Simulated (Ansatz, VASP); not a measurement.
Two plane-wave programs on Au

Contents of INCAR:

```
SYSTEM = Au
ALGO = Normal
EDIFF = 1E-7
ENCUT = 520
GGA = PE
ISIF = 2
ISMEAR = 0
LASPH = .TRUE.
LCHARG = .FALSE.
LREAL = .FALSE.
LWAVE = .FALSE.
NBANDS = 18
NELM = 80
PREC = Accurate
SIGMA = 0.1
```

The input KPOINTS:

```
k-points
0
G
  8 8 6
  0 0 0
```

POSCAR

```
Au
1.0
    1.4113099650     -2.5559330250      0.0000000000
    1.4113099650      2.5559330250      0.0000000000
    0.0000000000      0.0000000000      4.8931696100
Au
2
Direct
    0.6653279700      0.3346720300      0.2500000000
    0.3346720300      0.6653279700      0.7500000000
```

Input for Ansatz:

```yaml
crystal:
  lattice:
    - [1.411309965, -2.555933025, 0.0]
    - [1.411309965, 2.555933025, 0.0]
    - [0.0, 0.0, 4.89316961]
  atoms:
    - { symbol: Au, position: [0.66532797, 0.33467203, 0.25] }
    - { symbol: Au, position: [0.33467203, 0.66532797, 0.75] }
basis:
  ecutwfc: 420
kpoints:
  mp_grid: { grid: [8, 8, 6] }
hamiltonian:
  xc: pbe
scf:
  occupations: { method: gaussian, width: 0.1 }
output:
  forces: true
  stress: true
  eigenvalues: true
```

Alike in both runs: task single point; functional PBE; k mesh 8 × 8 × 6; occupations gaussian, width 0.1 eV; no spin polarisation.

|  | VASP | Ansatz |
| --- | --- | --- |
| version | VASP 6.6.1 | Ansatz 0.2.0 |
| potentials or method | VASP PAW PBE potentials, release 64 (Au), cutoff 520 eV | scalar-relativistic, plane waves, PAW |
| valence electrons in the cell | 22 | 38 |

|  | VASP | Ansatz | Ansatz less VASP |
| --- | --- | --- | --- |
| gap on the k mesh at the Fermi level (eV) | none | none | - |
| pressure (GPa) | 3.2 | 3.4 | +0.23 |
| traceless stress, the component that is largest in VASP (GPa) | 2.63 | 2.62 | -0.009 |

A gap of «none» marks a metal or a gap that the smearing closes. With one functional, cell and mesh, what is left measures potentials, basis and numerics. VASP's potentials hold 22 valence electrons a cell and Ansatz's 38, so a difference there can come from the potentials and not from the codes.

Spin-orbit coupling is off throughout.
